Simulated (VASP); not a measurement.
Here is a VASP 6.6.1 calculation.

Contents of INCAR:

```
SYSTEM = Pt
  ALGO = Fast
  EDIFF = 1E-6
  ENCUT = 520
  GGA = PE
  ISIF = 2
  ISMEAR = 0
  LASPH = .True.
  LCHARG = .False.
  LREAL = .False.
  LWAVE = .False.
  NBANDS = 11
  NELM = 100
  PREC = Accurate
  SIGMA = 0.1
```

The input KPOINTS:

```
k-points
0
Gamma
  8 8 8
  0 0 0
```

Contents of POSCAR:

```
Pt
1.0
    0.0000000000      1.9836410160      1.9836410160
    1.9836410160      0.0000000000      1.9836410160
    1.9836410160      1.9836410160      0.0000000000
Pt
1
Direct
    0.0000000000      0.0000000000      0.0000000000
```

Potentials or basis: VASP PAW PBE potentials, release 64 (Pt).

Launch:

```bash
$ cat potpaw_PBE.64/Pt/POTCAR > POTCAR
$ mpirun -np 1 vasp_std > vasp.out
```

Question: Predict the pressure.

Answer: -0.7 GPa.

Question: What does it give for the band gap on the k mesh?

Answer: Zero (band 5 reaches 11.03 eV, above the bottom of band 6 at 8.94 eV).

Caveat: spin-orbit coupling is left out, which moves the levels of the heavy elements.
